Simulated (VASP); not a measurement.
Set up this calculation in VASP 6.6.1, as the native input.

| Property | Result |
| --- | --- |
| Task | single point |
| Functional | r2SCAN |
| Potentials or basis | VASP PAW PBE potentials, release 64 (Si) |
| Cutoff | 550 eV |
| k mesh | 7 × 7 × 7 |
| Occupations | gaussian, width 0.01 eV |
| Spin | no spin polarisation |
| Dipole correction | no |
| Further INCAR settings | ALGO = Normal; EDIFF = 1e-06; NBANDS = 11 |

Si:

```xyz
2
Lattice="0.0000 2.7219 2.7219 2.7219 0.0000 2.7219 2.7219 2.7219 0.0000" Properties=species:S:1:pos:R:3 pbc="T T T"
Si    1.3609    1.3609    1.3609
Si    0.0000    0.0000    0.0000
```

One way to write it, as run:

POSCAR

```
Si
1.0
    0.0000000000      2.7218510000      2.7218510000
    2.7218510000      0.0000000000      2.7218510000
    2.7218510000      2.7218510000      0.0000000000
Si
2
Direct
    0.2500000000      0.2500000000      0.2500000000
    0.0000000000      0.0000000000      0.0000000000
```

INCAR.step1

```
ALGO = Normal
EDIFF = 1E-5
ENCUT = 550
GGA = PE
GGA_COMPAT = False
ISMEAR = 0
LASPH = True
LCHARG = False
LREAL = False
LWAVE = True
NBANDS = 11
NELM = 120
PREC = Accurate
SIGMA = 0.01
```

INCAR.step2

```
ALGO = Normal
EDIFF = 1E-6
ENCUT = 550
GGA_COMPAT = False
ISIF = 2
ISMEAR = 0
ISTART = 1
LASPH = True
LCHARG = False
LMIXTAU = True
LREAL = False
LWAVE = False
METAGGA = R2SCAN
NBANDS = 11
NELM = 120
PREC = Accurate
SIGMA = 0.01
```

KPOINTS

```
k-points
0
Gamma
  7 7 7
```

Potentials or basis: VASP PAW PBE potentials, release 64 (Si).

The run is started by

```bash
$ cat potpaw_PBE.64/Si/POTCAR > POTCAR
$ cp INCAR.step1 INCAR
$ mpirun -np 1 vasp_std > vasp.out
$ cp INCAR.step2 INCAR
$ mpirun -np 1 vasp_std > vasp.out
```

It gave:

The pressure is -0.2 GPa and the band gap on the k mesh is 0.79 eV, indirect (least direct gap 2.75 eV).

Caveat: the PAW data sets were made with another functional, which shifts forces and pressure a little.

Run time: 29 s on 1 thread of AMD EPYC 9R45 96-Core Processor (Zen 5), with other jobs on the host, peak memory 0.13 GiB.
